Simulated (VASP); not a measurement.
Here is a VASP 6.6.1 calculation.

File POSCAR:

```
Sc
1.0
    2.9523308162      0.0000000000      0.0000000000
    0.0000000000      2.9523308162      0.0000000000
    0.0000000000      0.0000000000      2.9523308162
Sc
1
Direct
    0.0000000000      0.0000000000      0.0000000000
```

Contents of INCAR.step1:

```
PREC     = Accurate       # precision mode
ENCUT    = 520            # plane-wave cutoff, eV
ISMEAR   = 0              # smearing method
SIGMA    = 0.1            # smearing width, eV
LREAL    = F              # projectors in reciprocal space
LASPH    = T              # aspherical terms in the spheres
NELM     = 60             # most SCF steps
NBANDS   = 12             # bands
GGA      = PE             # functional
ALGO     = Normal         # electronic algorithm
EDIFF    = 1E-4           # SCF threshold, eV
LWAVE    = T              # write WAVECAR
LCHARG   = F              # write CHGCAR
```

INCAR.step2

```
PREC     = Accurate       # precision mode
ENCUT    = 520            # plane-wave cutoff, eV
EDIFF    = 1E-6           # SCF threshold, eV
ISMEAR   = 0              # smearing method
SIGMA    = 0.1            # smearing width, eV
LREAL    = F              # projectors in reciprocal space
LASPH    = T              # aspherical terms in the spheres
NELM     = 60             # most SCF steps
ALGO     = Normal         # electronic algorithm
ISIF     = 2              # what is computed and relaxed
LWAVE    = F              # write WAVECAR
LCHARG   = F              # write CHGCAR
METAGGA  = R2SCAN         # meta-GGA
LMIXTAU  = T            
NBANDS   = 12             # bands
ISTART   = 1
```

The input KPOINTS:

```
regular mesh
0
Gamma
  14 14 14
```

Potentials or basis: VASP PAW PBE potentials, release 64 (Sc_sv).

Launch:

```bash
$ cat potpaw_PBE.64/Sc_sv/POTCAR > POTCAR
$ cp INCAR.step1 INCAR
$ mpirun -np 1 vasp_std > vasp.out
$ cp INCAR.step2 INCAR
$ mpirun -np 1 vasp_std > vasp.out
```

(1) What does it give for the band gap on the k mesh?

(2) What does it give for the pressure?

Results:

(1) zero (an odd number of electrons rules out a gap without spin polarisation).

(2) 0.1 GPa.

Caveat: the PAW data sets were made with another functional, which shifts forces and pressure a little.
